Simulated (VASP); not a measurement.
A run of VASP 6.6.1:

INCAR

```
SYSTEM = Pd
PREC = Accurate
ENCUT = 600
EDIFF = 1E-7
ISMEAR = -1
SIGMA = 0.1
LREAL = .False.
LASPH = .True.
NELM = 80
ALGO = Normal
ISIF = 3
LWAVE = .False.
LCHARG = .False.
GGA = RP
IBRION = 2
NSW = 80
EDIFFG = -0.01
```

KPOINTS

```
Automatic mesh
0
Gamma
  12 12 12
  0 0 0
```

File POSCAR:

```
Pd
1.0
    2.5140960172      0.0000000000      0.0000000000
    0.0000000000      2.5140960172      0.0000000000
    0.0000000000      0.0000000000      2.5140960172
Pd
1
Direct
    0.0000000000      0.0000000000      0.0000000000
```

Potentials or basis: VASP PAW PBE potentials, release 64 (Pd).

Run with:

```sh
$ cat potpaw_PBE.64/Pd/POTCAR > POTCAR
$ mpirun -np 1 vasp_std > vasp.out
```

Hardware: 1 thread of AMD EPYC 7R43 64-Core Processor (Zen 3) (shared host).

Estimate the wall time of this run.

Run time: 76 s on 1 thread of AMD EPYC 7R43 64-Core Processor (Zen 3), with other jobs on the host, peak memory 0.11 GiB. Counts: scf iterations 83, k points 84, ion steps 18.
